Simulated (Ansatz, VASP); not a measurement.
**MgSnSb2: VASP beside Ansatz**

The input POSCAR:

```
MgSnSb2
1.0
    4.6004806364      0.0000000000      0.0000000000
    0.0000000000      4.6004806364      0.0000000000
    0.0000000000      0.0000000000      6.5552383777
Mg Sb Sn
1 2 1
Direct
    0.0000000000      0.0000000000      0.0000000000
    0.0000000000      0.5000000000      0.2428810293
    0.5000000000      0.0000000000      0.7571189707
    0.5000000000      0.5000000000      0.5000000000
```

File INCAR.step1:

```
SYSTEM = MgSnSb2
ALGO = Normal
EDIFF = 1E-4
ENCUT = 520
GGA = PE
ISMEAR = -1
LASPH = .TRUE.
LCHARG = .FALSE.
LREAL = .FALSE.
LWAVE = .TRUE.
NBANDS = 21
NELM = 80
PREC = Accurate
SIGMA = 0.02
```

The input INCAR.step2:

```
SYSTEM = MgSnSb2
ALGO = Normal
EDIFF = 1E-6
ENCUT = 520
ISIF = 2
ISMEAR = -1
ISTART = 1
LASPH = .TRUE.
LCHARG = .FALSE.
LMIXTAU = .TRUE.
LREAL = .FALSE.
LWAVE = .FALSE.
METAGGA = R2SCAN
NBANDS = 21
NELM = 80
PREC = Accurate
SIGMA = 0.02
```

The input KPOINTS:

```
k-points
0
G
  6 6 4
  0 0 0
```

Input for Ansatz:

```yaml
crystal:
  lattice:
    - [4.6004806364, 0.0, 0.0]
    - [0.0, 4.6004806364, 0.0]
    - [0.0, 0.0, 6.5552383777]
  atoms:
    - { symbol: Mg, position: [0.0, 0.0, 0.0] }
    - { symbol: Sb, position: [0.0, 0.5, 0.2428810293] }
    - { symbol: Sn, position: [0.5, 0.5, 0.5] }
    - { symbol: Sb, position: [0.5, 0.0, 0.7571189707] }
kpoints:
  mp_grid: { grid: [6, 6, 4] }
  band_path:
    path:
      - [0.0, 0.0, 0.0]
      - [0.0, 0.5, 0.0]
      - [0.5, 0.5, 0.0]
      - [0.0, 0.0, 0.5]
      - [0.0, 0.5, 0.5]
      - [0.5, 0.5, 0.5]
    npoints: 1
hamiltonian:
  xc: r2scan
scf:
  occupations: { method: fermi_dirac, width: 0.02 }
  n_extra_bands: 5
output:
  forces: true
  stress: true
  eigenvalues: true
```

Alike in both runs: task single point; functional r2SCAN; k mesh 6 × 6 × 4; occupations fermi-dirac, width 0.02 eV; no spin polarisation.

|  | VASP | Ansatz |
| --- | --- | --- |
| version | VASP 6.6.1 | Ansatz 0.2.0 |
| potentials or method | VASP PAW PBE potentials, release 64 (Mg, Sb, Sn_d) | plane waves, PAW |
| plane-wave cutoff (eV) | 520 | 500 |
| valence electrons in the cell | 26 | 54 |

```tsv
	VASP	Ansatz	Ansatz less VASP
pressure (GPa)	0.0	0.0	-0.03
rms of the force components (eV/Å)	0.009	0.001	-0.0082
```

VASP's potentials were made for PBE, not for r2SCAN. VASP's potentials hold 26 valence electrons a cell and Ansatz's 54, so a difference there can come from the potentials and not from the codes.

Spin-orbit coupling is off throughout.
